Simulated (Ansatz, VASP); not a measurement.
# One calculation of CuI, two programs

Contents of INCAR:

```
SYSTEM = CuI
PREC = Accurate
ENCUT = 600
EDIFF = 1E-6
ISMEAR = -1
SIGMA = 0.02
LREAL = .FALSE.
LASPH = .TRUE.
NELM = 200
ALGO = Normal
ISIF = 2
LWAVE = .FALSE.
LCHARG = .FALSE.
MAGMOM = 0 0 0 0 0 0
LORBIT = 11
LSORBIT = .TRUE.
GGA_COMPAT = .FALSE.
LORBMOM = .TRUE.
LMAXMIX = 4
GGA = PE
NBANDS = 30
```

The input KPOINTS:

```
Automatic mesh
0
G
  6 6 6
  0 0 0
```

POSCAR

```
CuI
1.0
    0.0000000000      3.0450000000      3.0450000000
    3.0450000000      0.0000000000      3.0450000000
    3.0450000000      3.0450000000      0.0000000000
Cu I
1 1
Direct
    0.0000000000      0.0000000000      0.0000000000
    0.2500000000      0.2500000000      0.2500000000
```

Input for Ansatz:

```yaml
crystal:
  lattice:
    - [0, 3.045, 3.045]
    - [3.045, 0, 3.045]
    - [3.045, 3.045, 0]
  atoms:
    - { symbol: Cu, position: [0, 0, 0] }
    - { symbol: I, position: [0.25, 0.25, 0.25] }
kpoints:
  mp_grid: { grid: [6, 6, 6] }
hamiltonian:
  xc: pbe
  pseudopotentials:
    kind: paw_fr
    azcp:
      Cu: "pseudopotentials/pbe/paw/ansatz_paw_generated_hard_1/Cu.paw.azcp"
      I: "pseudopotentials/pbe/paw/ansatz_paw_generated_hard_1/I.paw.azcp"
scf:
  occupations: { method: fermi_dirac, width: 0.02 }
  convergence: { dr2_threshold: "1e-10 eV" }
  max_iter: 300
  n_bands: 68
output:
  forces: true
  stress: true
  eigenvalues: true
magnetization:
  noncollinear: true
  spin_orbit: true
```

Alike in both runs: task single point; functional PBE; k mesh 6 × 6 × 6; occupations fermi-dirac, width 0.02 eV; non-collinear spin, spin-orbit coupling.

|  | VASP | Ansatz |
| --- | --- | --- |
| version | VASP 6.6.1 | Ansatz 0.2.0 development build |
| potentials or method | VASP PAW PBE potentials, release 64 (Cu, I) | plane waves, PAW datasets (generated hard set |
| plane-wave cutoff (eV) | 600 | 700 |
| valence electrons in the cell | 18 | 36 |

```csv
,VASP,Ansatz,Ansatz less VASP
net moment per atom (μB),0.00,0.00,0.000
```

VASP's potentials hold 18 valence electrons a cell and Ansatz's 36, so a difference there can come from the potentials and not from the codes.
